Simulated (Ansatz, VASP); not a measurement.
SiO2: VASP beside Ansatz

The input INCAR:

```
SYSTEM = SiO2
ALGO = Normal
EDIFF = 1E-6
ENCUT = 520
GGA = PE
ISIF = 2
ISMEAR = -1
LASPH = .TRUE.
LCHARG = .FALSE.
LREAL = .FALSE.
LWAVE = .FALSE.
NBANDS = 25
NELM = 80
PREC = Accurate
SIGMA = 0.03
```

File KPOINTS:

```
k-points
0
G
  7 7 7
  0 0 0
```

File POSCAR:

```
SiO2
1.0
   -2.3740500000      2.3740500000      3.6691200000
    2.3740500000     -2.3740500000      3.6691200000
    2.3740500000      2.3740500000     -3.6691200000
Si O
2 4
Direct
    0.0000000000      0.0000000000      0.0000000000
    0.7500000000      0.2500000000      0.5000000000
    0.9983800000      0.6250000000      0.8733800000
    0.3750000000      0.2483800000      0.3733800000
    0.7516200000      0.1250000000      0.1266200000
    0.8750000000      0.0016200000      0.6266200000
```

Input for Ansatz:

```yaml
crystal:
  lattice:
    - [-2.37405, 2.37405, 3.66912]
    - [2.37405, -2.37405, 3.66912]
    - [2.37405, 2.37405, -3.66912]
  atoms:
    - { symbol: Si, position: [0.0, 0.0, 0.0] }
    - { symbol: Si, position: [0.75, 0.25, 0.5] }
    - { symbol: O, position: [0.99838, 0.625, 0.87338] }
    - { symbol: O, position: [0.375, 0.24838, 0.37338] }
    - { symbol: O, position: [0.75162, 0.125, 0.12662] }
    - { symbol: O, position: [0.875, 0.00162, 0.62662] }
kpoints:
  mp_grid: { grid: [7, 7, 7] }
  band_path:
    path:
      - [0.0, 0.0, 0.0]
      - [0.0, 0.0, 0.5]
      - [0.25, 0.25, 0.25]
      - [0.0, 0.5, 0.0]
      - [0.0, 0.0, 0.0]
      - [0.5, 0.5, -0.5]
      - [0.3546636558, 0.6453363442, -0.3546636558]
      - [-0.3546636558, 0.3546636558, 0.3546636558]
      - [0.0, 0.0, 0.0]
    npoints: 5
scf:
  occupations: { method: fermi_dirac, width: 0.03 }
hamiltonian:
  xc: pbe
  pseudopotentials: { kind: all_electron, lapw: { basis_error: 0.001 } }
output:
  forces: true
  stress: true
  eigenvalues: true
```

Change from the starting cell: zz strain of -2 %.

Alike in both runs: task single point; functional PBE; k mesh 7 × 7 × 7; occupations fermi-dirac, width 0.03 eV; no spin polarisation.

```csv
,VASP,Ansatz
version,VASP 6.6.1,Ansatz 0.2.0
potentials or method,"VASP PAW PBE potentials, release 64 (Si, O), cutoff 520 eV","all-electron LAPW, scalar-relativistic"
```

Ansatz gave:

| Item | Value |
| --- | --- |
| gap on the k mesh at the Fermi level (eV) | 6.22 |
| pressure (GPa) | 7.2 |
| traceless stress, the component that is largest in VASP (GPa) | -0.57 |
| rms of the force components (eV/Å) | 0.176 |

**Question.** Which values does VASP return?

**Answer.** gap on the k mesh at the Fermi level (eV): 6.21; pressure (GPa): 7.5; traceless stress, the component that is largest in VASP (GPa): -0.52; rms of the force components (eV/Å): 0.178.

Atom by atom the forces differ by 0.002 eV/Å (rms over components). Ansatz ran all-electron here, and VASP with PAW potentials.
